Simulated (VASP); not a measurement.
# BiIr (F-43m) in VASP: a series of runs

BiIr is run at these levels: PBE; tasks: single point.

Everything below comes from runs of VASP 6.6.1. Logs are shortened: lines on timing, memory, paths and dates and some standing lists are left out, and cuts for length are marked.

### Step 1. The cell of the first run

Symmetry: F-43m, No. 216, cubic system. The conventional cell has a = 5.566 Å, b = 5.566 Å, c = 5.566 Å, α = 90.00°, β = 90.00°, γ = 90.00°. Ir (site symmetry -43m) has 4 Bi at 2.41 Å within 3.2 Å. Within 3.2 Å of Bi (site symmetry -43m) lie 4 Ir at 2.41 Å.

### Step 2. Single point, PBE

INCAR

```
SYSTEM = BiIr
  PREC = Accurate
  ENCUT = 520
  EDIFF = 1E-6
  ISMEAR = 0
  SIGMA = 0.05
  LREAL = .FALSE.
  LASPH = .TRUE.
  NELM = 60
  ALGO = Fast
  ISIF = 2
  LWAVE = .FALSE.
  LCHARG = .FALSE.
  GGA = PE
  NBANDS = 19
```

KPOINTS

```
regular mesh
0
G
  6 6 6
  0 0 0
```

POSCAR

```
BiIr
1.0
    0.0000000000      2.7832331309      2.7832331309
    2.7832331309      0.0000000000      2.7832331309
    2.7832331309      2.7832331309      0.0000000000
Ir Bi
1 1
Direct
    0.0000000000      0.0000000000      0.0000000000
    0.2500000000      0.2500000000      0.2500000000
```

Potentials or basis: VASP PAW PBE potentials, release 64 (Ir, Bi_d).

Started as:

```console
> cat potpaw_PBE.64/Ir/POTCAR potpaw_PBE.64/Bi_d/POTCAR > POTCAR
> mpirun -np 1 vasp_std > vasp.out
```

OUTCAR:

```text
SYSTEM = BiIr
   PREC = Accurate
   ENCUT = 520
   EDIFF = 1E-6
   ISMEAR = 0
   LREAL = .FALSE.
   LASPH = .TRUE.
   NELM = 60
   ISIF = 2
   GGA = PE

 ion  position               nearest neighbor table
   1  0.000  0.000  0.000-   2 2.41   2 2.41   2 2.41   2 2.41
   2  0.250  0.250  0.250-   1 2.41   1 2.41   1 2.41   1 2.41

  LATTYP: Found a face centered cubic cell.
 ALAT       =     5.5664662618

  Lattice vectors:

 A1 = (   0.0000000000,   2.7832331309,   2.7832331309)
 A2 = (   2.7832331309,   0.0000000000,   2.7832331309)
 A3 = (   2.7832331309,   2.7832331309,   0.0000000000)

Analysis of symmetry for initial positions (statically):
=====================================================================
 Subroutine PRICEL returns:
 Original cell was already a primitive cell.

 Routine SETGRP: Setting up the symmetry group for a
 face centered cubic supercell.

 Subroutine GETGRP returns: Found 24 space group operations
 (whereof 24 operations were pure point group operations)
 out of a pool of 48 trial point group operations.

The static configuration has the point symmetry T_d .

Analysis of symmetry for dynamics (positions and initial velocities):
=====================================================================
 Subroutine PRICEL returns:
 Original cell was already a primitive cell.

 Routine SETGRP: Setting up the symmetry group for a
 face centered cubic supercell.

 Subroutine GETGRP returns: Found 24 space group operations
 (whereof 24 operations were pure point group operations)
 out of a pool of 48 trial point group operations.

The dynamic configuration has the point symmetry T_d .

 Subroutine INISYM returns: Found 24 space group operations
 (whereof 24 operations are pure point group operations),
 and found     1 'primitive' translations

----------------------------------------------------------------------------------------

                                     Primitive cell

  volume of cell :      43.1200

  direct lattice vectors                    reciprocal lattice vectors
     0.000000000  2.783233131  2.783233131    -0.179647186  0.179647186  0.179647186
     2.783233131  0.000000000  2.783233131     0.179647186 -0.179647186  0.179647186
     2.783233131  2.783233131  0.000000000     0.179647186  0.179647186 -0.179647186

  length of vectors
     3.936086041  3.936086041  3.936086041     0.311158054  0.311158054  0.311158054

  position of ions in fractional coordinates (direct lattice)
     0.000000000  0.000000000  0.000000000
     0.250000000  0.250000000  0.250000000

  ion indices of the primitive-cell ions
   primitive index   ion index
                 1           1
                 2           2

----------------------------------------------------------------------------------------

 KPOINTS: regular mesh

Automatic generation of k-mesh.
 Grid dimensions read from file:
 generate k-points for:    6    6    6

 Generating k-lattice:

  Cartesian coordinates                     Fractional coordinates (reciprocal lattice)
    -0.029941198  0.029941198  0.029941198     0.166666667  0.000000000  0.000000000
     0.029941198 -0.029941198  0.029941198     0.000000000  0.166666667  0.000000000
     0.029941198  0.029941198 -0.029941198     0.000000000  0.000000000  0.166666667

  Length of vectors
     0.051859676  0.051859676  0.051859676

  Shift w.r.t. Gamma in fractional coordinates (k-lattice)
     0.000000000  0.000000000  0.000000000

 Subroutine IBZKPT returns following result:
 ===========================================

 Found     16 irreducible k-points:

 Following reciprocal coordinates:
            Coordinates               Weight
  0.000000  0.000000  0.000000      1.000000
  0.166667  0.000000  0.000000      8.000000
  0.333333  0.000000  0.000000      8.000000
  0.500000  0.000000  0.000000      4.000000
  0.166667  0.166667  0.000000      6.000000
  0.333333  0.166667  0.000000     24.000000
[... 8 lines left out ...]
 -0.333333  0.333333  0.166667     24.000000
 -0.333333  0.500000  0.166667     12.000000
   k-points           NKPTS =     16   k-points in BZ     NKDIM =     16   number of bands    NBANDS=     19
   number of dos      NEDOS =    301   number of ions     NIONS =      2
   total plane-waves  NPLWV =  27000
   dimension x,y,z NGX =    30 NGY =   30 NGZ =   30
   dimension x,y,z NGXF=    60 NGYF=   60 NGZF=   60
   ions per type =               1   1
   NGX,Y,Z   is equivalent  to a cutoff of  12.67, 12.67, 12.67 a.u.
   NGXF,Y,Z  is equivalent  to a cutoff of  25.34, 25.34, 25.34 a.u.
 SYSTEM =  BiIr
   PREC   = accura    normal or accurate (medium, high low for compatibility)
   ISTART =      0    job   : 0-new  1-cont  2-samecut
   ICHARG =      2    charge: 1-file 2-atom 10-const
   ISPIN  =      1    spin polarized calculation?
   LNONCOLLINEAR =      F non collinear calculations
   LSORBIT =      F    spin-orbit coupling
   LASPH  =      T    aspherical Exc in radial PAW
   ENCUT  =  520.0 eV  38.22 Ry    6.18 a.u.   7.32  7.32  7.32*2*pi/ulx,y,z
   NELM   =     60;   NELMIN=  2; NELMDL= -5     # of ELM steps
   EDIFF  = 0.1E-05   stopping-criterion for ELM
   LREAL  =      F    real-space projection
   EDIFFG = 0.1E-04   stopping-criterion for IOM
   NSW    =      0    number of steps for IOM
   IBRION =     -1    ionic relax: 0-MD 1-quasi-New 2-CG
   NFREE  =      0    steps in history (QN), initial steepest desc. (CG)
   ISIF   =      2    stress and relaxation
   ISYM   =      2    0-nonsym 1-usesym 2-fastsym
   POTIM  = 0.5000    time-step for ionic-motion
   TEBEG  =    0.0;   TEEND  =   0.0 temperature during run
   PSTRESS=    0.0 pullay stress
   NELECT =      24.0000    total number of electrons
   NUPDOWN=      -1.0000    fix difference up-down
   EMIN   =  10.00;   EMAX   =-10.00  energy-range for DOS
   EFERMI =   0.00;   METHOD = LEGACY
   ISMEAR =     0;   SIGMA  =   0.05  broadening in eV -4-tet -1-fermi 0-gaus
   EFERMI_NEDOS =   21; number of points for ismear=-14 and -15
   IALGO  =     68    algorithm
   IMIX   =      4    mixing-type and parameters
     AMIX     =   0.40;   BMIX     =  1.00
     AMIX_MAG =   1.60;   BMIX_MAG =  1.00
  volume/ion in A,a.u.               =      21.56       145.49
  Fermi-wavevector in a.u.,A,eV,Ry     =   1.346643  2.544785 24.673432  1.813446
  Thomas-Fermi vector in A             =   2.474458
   LORBIT       =      0    0 simple, 1 ext, 2 COOP (PROOUT), +10 PAW based schemes
   GGA     = PE    functional components
   LHFCALC =     F    Hartree Fock is set to
   AEXX    =    0.0000 exact exchange contribution
   IVDW    =     0    specifies the selected vdW correction
   LEPSILON=     F    determine dielectric tensor
   LRPA    =     F    only Hartree local field effects (RPA)
 non-spin polarized calculation
 RMM-DIIS sequential band-by-band and
 Gauss-broadening in eV      SIGMA  =   0.05
  energy-cutoff  :      520.00
  volume of cell :       43.12
 maximum number of plane-waves:      1211
 NGX is ok and might be reduce to    30
   NGX = 15   NGY = 15   NGZ = 15

 number of electron      24.0000006 magnetization

 Free energy of the ion-electron system (eV)
  ---------------------------------------------------
  ext. energy  EPLUGINS =         0.00000000
  ---------------------------------------------------
  free energy    TOTEN  =        -9.66545799 eV

  energy without entropy =       -9.66384062  energy(sigma->0) =       -9.66464930

 E-fermi :   9.0480     XC(G=0): -11.4269

 val. band max:        8.7197355071   @ k =  -0.3333   0.3333   0.1667
 cond. band min:       9.0886340656   @ k =   0.5000   0.3333   0.0000
 fundamental gap:      0.3688985585
 Fermi energy:         9.0479628515

 k-point     1 :       0.0000    0.0000    0.0000
  band No.  band energies     occupation
      1     -14.2794      2.00000
      2     -14.2794      2.00000
      3     -14.2794      2.00000
      4     -14.1981      2.00000
      5     -14.1981      2.00000
      6      -5.0317      2.00000
[... 11 lines left out ...]
     18      16.6734      0.00000
     19      17.8422      0.00000

 k-point     2 :       0.1667    0.0000    0.0000
  band No.  band energies     occupation
      1     -14.2939      2.00000
      2     -14.2833      2.00000
      3     -14.2833      2.00000
      4     -14.1902      2.00000
      5     -14.1902      2.00000
      6      -4.6972      2.00000
[... 11 lines left out ...]
     18      17.5553      0.00000
     19      19.1336      0.00000

 k-point     3 :       0.3333    0.0000    0.0000
  band No.  band energies     occupation
      1     -14.3237      2.00000
      2     -14.2848      2.00000
      3     -14.2848      2.00000
      4     -14.1809      2.00000
      5     -14.1809      2.00000
      6      -3.9146      2.00000
[... 11 lines left out ...]
     18      18.3450      0.00000
     19      20.2929      0.00000

 k-point     4 :       0.5000    0.0000    0.0000
  band No.  band energies     occupation
      1     -14.3390      2.00000
      2     -14.2829      2.00000
      3     -14.2829      2.00000
      4     -14.1788      2.00000
      5     -14.1788      2.00000
      6      -3.4419      2.00000
[... 11 lines left out ...]
     18      18.5717      0.00000
     19      22.3228      0.00000

 k-point     5 :       0.1667    0.1667    0.0000
  band No.  band energies     occupation
      1     -14.3090      2.00000
      2     -14.2787      2.00000
      3     -14.2787      2.00000
      4     -14.1923      2.00000
      5     -14.1844      2.00000
      6      -4.5835      2.00000
[... 11 lines left out ...]
     18      18.5636      0.00000
     19      19.1951      0.00000
[... 158 lines left out ...]
      2     -14.2773      2.00000
      3     -14.2773      2.00000
      4     -14.2043      2.00000
      5     -14.1434      2.00000
      6      -2.8279      2.00000
[... 11 lines left out ...]
     18      23.9480      0.00000
     19      23.9625      0.00000

 k-point    14 :       0.5000    0.3333    0.1667
  band No.  band energies     occupation
      1     -14.3360      2.00000
      2     -14.2955      2.00000
      3     -14.2884      2.00000
      4     -14.1817      2.00000
      5     -14.1635      2.00000
      6      -3.3370      2.00000
[... 11 lines left out ...]
     18      21.1649      0.00000
     19      22.4064      0.00000

 k-point    15 :      -0.3333    0.3333    0.1667
  band No.  band energies     occupation
      1     -14.3294      2.00000
      2     -14.3141      2.00000
      3     -14.2894      2.00000
      4     -14.1762      2.00000
      5     -14.1617      2.00000
      6      -3.0000      2.00000
[... 11 lines left out ...]
     18      20.0330      0.00000
     19      21.9439      0.00000

 k-point    16 :      -0.3333    0.5000    0.1667
  band No.  band energies     occupation
      1     -14.3479      2.00000
      2     -14.3007      2.00000
      3     -14.2885      2.00000
      4     -14.1840      2.00000
      5     -14.1520      2.00000
      6      -2.8338      2.00000
[... 11 lines left out ...]
     18      20.7183      0.00000
     19      24.5758      0.00000

------------------------ aborting loop because EDIFF is reached ----------------------------------------

  FORCE on cell =-STRESS in cart. coord.  units (eV):
  Direction    XX          YY          ZZ          XY          YZ          ZX
  --------------------------------------------------------------------------------------
  -------------------------------------------------------------------------------------
  Total       13.8873180     13.8873180     13.8873180      0.0000000      0.0000000      0.0000000
  in kB      516.0006043    516.0006043    516.0006043      0.0000000      0.0000000      0.0000000
  external PRESSURE =     516.0006043 kB  Pullay stress =       0.0000000 kB

 VOLUME and BASIS-vectors are now :
 -----------------------------------------------------------------------------
  energy-cutoff  :      520.00
  volume of cell :       43.12
      direct lattice vectors                 reciprocal lattice vectors
     0.000000000  2.783233131  2.783233131    -0.179647186  0.179647186  0.179647186
     2.783233131  0.000000000  2.783233131     0.179647186 -0.179647186  0.179647186
     2.783233131  2.783233131  0.000000000     0.179647186  0.179647186 -0.179647186

 POSITION                                       TOTAL-FORCE (eV/Angst)
 -----------------------------------------------------------------------------------
      0.00000      0.00000      0.00000        -0.000000      0.000000      0.000000
      1.39162      1.39162      1.39162         0.000000     -0.000000     -0.000000
 -----------------------------------------------------------------------------------
    total drift:                                0.000000      0.000000      0.000000

  FREE ENERGIE OF THE ION-ELECTRON SYSTEM (eV)
  ---------------------------------------------------
  free  energy   TOTEN  =        -9.6654579917 eV

  energy  without entropy=       -9.6638406156  energy(sigma->0) =       -9.66464930
```

Run time: 8.4 s. Hardware: 1 thread of Intel Xeon 6975P-C (Granite Rapids), shared host; peak memory 0.17 GiB.

What came out:

```yaml
Free_energy: -9.6655 eV
Pressure: 51.6 GPa
Band_gap_on_the_k_mesh: zero (band 12 reaches 12.63 eV, above the bottom of band 13 at 8.06 eV)
```

Levels at points of the mesh, in eV from the Fermi level:
| k point | band 10 | band 11 | band 12 | band 13 | band 14 | band 15 |
| --- | --- | --- | --- | --- | --- | --- |
| (0.00, 0.00, 0.00) | -2.54 | -2.54 | 3.58 | 6.65 | 6.65 | 6.65 |
| (0.50, 0.00, 0.00) | -2.45 | -2.45 | -2.12 | 3.11 | 3.11 | 4.59 |
| (0.50, 0.50, 0.00) | -2.91 | -2.58 | -1.76 | -0.56 | -0.56 | 5.94 |

Caveat: spin-orbit coupling is left out, which moves the levels of the heavy elements.

### Step 3. Single point, PBE

This run uses another cell than the first one, of 24.15 Å³/atom, 1.120 times its volume.

INCAR

```
SYSTEM = BiIr
ALGO     = Normal         ! electronic algorithm
EDIFF    = 1E-6           ! SCF threshold, eV
ENCUT    = 520            ! plane-wave cutoff, eV
GGA      = PE             ! functional
ISIF     = 2              ! what is computed and relaxed
ISMEAR   = 0              ! smearing method
LASPH    = .TRUE.         ! aspherical terms in the spheres
LCHARG   = .FALSE.        ! write CHGCAR
LREAL    = .FALSE.        ! projectors in reciprocal space
LWAVE    = .FALSE.        ! write WAVECAR
NBANDS   = 19             ! bands
NELM     = 60             ! most SCF steps
PREC     = Accurate       ! precision mode
SIGMA    = 0.05           ! smearing width, eV
```

KPOINTS

```
k-points
0
G
  6 6 6
  0 0 0
```

POSCAR

```
BiIr
1.0
    0.0000000000      2.8903843233      2.8903843233
    2.8903843233      0.0000000000      2.8903843233
    2.8903843233      2.8903843233      0.0000000000
Ir Bi
1 1
Direct
    0.0000000000      0.0000000000      0.0000000000
    0.2500000000      0.2500000000      0.2500000000
```

Potentials or basis: VASP PAW PBE potentials, release 64 (Ir, Bi_d).

Started as:

```console
> cat potpaw_PBE.64/Ir/POTCAR potpaw_PBE.64/Bi_d/POTCAR > POTCAR
> mpirun -np 1 vasp_std > vasp.out
```

Run time: 7 s. Hardware: 1 thread of Intel Xeon 6975P-C (Granite Rapids), shared host; peak memory 0.17 GiB.

The run converged. Its results:

* Free energy: -10.8420 eV
* Pressure: 23.7 GPa
* Band gap on the k mesh: zero (band 12 reaches 10.51 eV, above the bottom of band 13 at 6.67 eV)

Levels at points of the mesh, in eV from the Fermi level:
| k point | band 8 | band 9 | band 10 | band 11 | band 12 | band 13 | band 14 | band 15 | band 16 | band 17 |
| --- | --- | --- | --- | --- | --- | --- | --- | --- | --- | --- |
| (0.00, 0.00, 0.00) | -4.37 | -4.37 | -2.19 | -2.19 | 3.02 | 5.83 | 5.83 | 5.83 | 7.15 | 7.15 |
| (0.50, 0.00, 0.00) | -4.02 | -4.02 | -2.11 | -2.11 | -1.87 | 2.78 | 2.78 | 4.24 | 8.28 | 8.85 |
| (0.50, 0.50, 0.00) | -2.92 | -2.92 | -2.44 | -2.15 | -1.67 | -0.37 | -0.37 | 5.44 | 5.63 | 14.06 |

Caveat: spin-orbit coupling is left out, which moves the levels of the heavy elements.

### Step 4. Single point, PBE

This run uses another cell than the first one, of 27.04 Å³/atom, 1.254 times its volume.

INCAR

```
  PREC = Accurate
  ENCUT = 520
  EDIFF = 1E-6
  ISMEAR = 0
  SIGMA = 0.05
  LREAL = False
  LASPH = True
  NELM = 100
  ALGO = Normal
  ISIF = 2
  LWAVE = False
  LCHARG = False
  GGA = PE
  NBANDS = 19
```

KPOINTS

```
regular mesh
0
Gamma
  6 6 6
```

POSCAR

```
BiIr
1.0
    0.0000000000      3.0016607102      3.0016607102
    3.0016607102      0.0000000000      3.0016607102
    3.0016607102      3.0016607102      0.0000000000
Ir Bi
1 1
Direct
    0.0000000000      0.0000000000      0.0000000000
    0.2500000000      0.2500000000      0.2500000000
```

Started as:

```console
> cat potpaw_PBE.64/Ir/POTCAR potpaw_PBE.64/Bi_d/POTCAR > POTCAR
> mpirun -np 1 vasp_std > vasp.out
```

Wall time 6.3 s (1 thread of Intel Xeon 6975P-C (Granite Rapids), shared host); peak memory 0.17 GiB.

Results (log left out):

* Free energy: -11.3589 eV
* Pressure: 6.4 GPa
* Band gap on the k mesh: zero (band 12 reaches 8.54 eV, above the bottom of band 13 at 5.43 eV)

Levels at points of the mesh, in eV from the Fermi level:
```tsv
k point	band 10	band 11	band 12	band 13	band 14	band 15
(0.00, 0.00, 0.00)	-1.79	-1.79	2.50	5.14	5.14	5.14
(0.50, 0.00, 0.00)	-1.72	-1.72	-1.54	2.57	2.57	3.87
(0.50, 0.50, 0.00)	-1.94	-1.70	-1.46	-0.12	-0.12	5.02
```

Caveat: spin-orbit coupling is left out, which moves the levels of the heavy elements.

### Step 5. Single point, PBE

This run uses another cell than the first one, of 28.80 Å³/atom, 1.336 times its volume.

INCAR

```
PREC = Accurate
ENCUT = 520
EDIFF = 1E-7
ISMEAR = 0
SIGMA = 0.05
LREAL = False
LASPH = True
NELM = 100
ALGO = Normal
ISIF = 2
LWAVE = False
LCHARG = False
GGA = PE
NBANDS = 19
```

KPOINTS is that of step 4.

POSCAR

```
BiIr
1.0
    0.0000000000      3.0651304450      3.0651304450
    3.0651304450      0.0000000000      3.0651304450
    3.0651304450      3.0651304450      0.0000000000
Ir Bi
1 1
Direct
    0.0000000000      0.0000000000      0.0000000000
    0.2500000000      0.2500000000      0.2500000000
```

Started as:

```console
> cat potpaw_PBE.64/Ir/POTCAR potpaw_PBE.64/Bi_d/POTCAR > POTCAR
> mpirun -np 1 vasp_std > vasp.out
```

Run time: 7 s. Hardware: 1 thread of Intel Xeon 6975P-C (Granite Rapids), shared host; peak memory 0.18 GiB.

Results (log left out):

* Free energy: -11.4276 eV
* Pressure: 0.1 GPa
* Band gap on the k mesh: zero (band 12 reaches 7.51 eV, above the bottom of band 13 at 4.81 eV)

Levels at points of the mesh, in eV from the Fermi level:
| k point | band 8 | band 9 | band 10 | band 11 | band 12 | band 13 | band 14 | band 15 | band 16 | band 17 |
| --- | --- | --- | --- | --- | --- | --- | --- | --- | --- | --- |
| (0.00, 0.00, 0.00) | -3.44 | -3.44 | -1.60 | -1.60 | 2.20 | 4.77 | 4.77 | 4.77 | 6.66 | 6.66 |
| (0.50, 0.00, 0.00) | -3.15 | -3.15 | -1.53 | -1.53 | -1.38 | 2.45 | 2.45 | 3.64 | 7.96 | 8.05 |
| (0.50, 0.50, 0.00) | -2.35 | -2.35 | -1.70 | -1.50 | -1.34 | -0.02 | -0.02 | 4.81 | 5.23 | 12.22 |

Caveat: spin-orbit coupling is left out, which moves the levels of the heavy elements.

### Step 6. Summary

| cell | gap on the mesh (eV) | pressure (GPa) |
| --- | --- | --- |
| a = 3.936 Å, angles 60.0°, 2 atoms | none | 51.6 |
| a = 4.088 Å, angles 60.0°, 2 atoms | none | 23.7 |
| a = 4.245 Å, angles 60.0°, 2 atoms | none | 6.4 |
| a = 4.335 Å, angles 60.0°, 2 atoms | none | 0.1 |

Alike in all rows: task single point; level PBE; potentials or basis VASP PAW PBE potentials, release 64 (Ir, Bi_d); no spin polarisation; k mesh 6 × 6 × 6; cutoff (eV) 520; smearing gaussian 0.05 eV.

Caveats: spin-orbit coupling is left out, which moves the levels of the heavy elements.

Absolute energies hang on the potentials; compare differences alone.
